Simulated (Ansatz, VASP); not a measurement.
## Two plane-wave programs on Al2O3

```
CELL_PARAMETERS angstrom
2.88969 0.00000 0.00000
-1.44484 2.50254 0.00000
0.00000 0.00000 7.23909
ATOMIC_POSITIONS crystal
Al 0.33333 0.66667 0.18999
Al 0.66667 0.33333 0.81001
O 0.00000 0.00000 0.00000
O 0.33333 0.66667 0.71618
O 0.66667 0.33333 0.28382
```

Alike in both runs: functional PBE; k mesh 6 × 6 × 4; occupations gaussian, width 0.1 eV; no spin polarisation.

Ansatz relaxed the structure, and its values are those at the end. VASP's run is a single point on that final structure, the one shown.

```csv
,VASP,Ansatz
version,VASP 6.6.1,Ansatz 0.2.0
potentials or method,"VASP PAW PBE potentials, release 64 (Al, O), cutoff 520 eV","scalar-relativistic, plane waves, PAW"
valence electrons in the cell,24,24
```

VASP gave:

```
gap on the k mesh at the Fermi level (eV) : 4.65
least direct gap on the mesh (eV)         : 4.74
pressure (GPa)                            : 0.1
rms of the force components (eV/Å)        : 0.020
```

Problem. Estimate Ansatz's values.

Solution. gap on the k mesh at the Fermi level (eV): 4.67; least direct gap on the mesh (eV): 4.76; pressure (GPa): 0.1; rms of the force components (eV/Å): 0.002.

With one functional, cell and mesh, what is left measures potentials, basis and numerics.
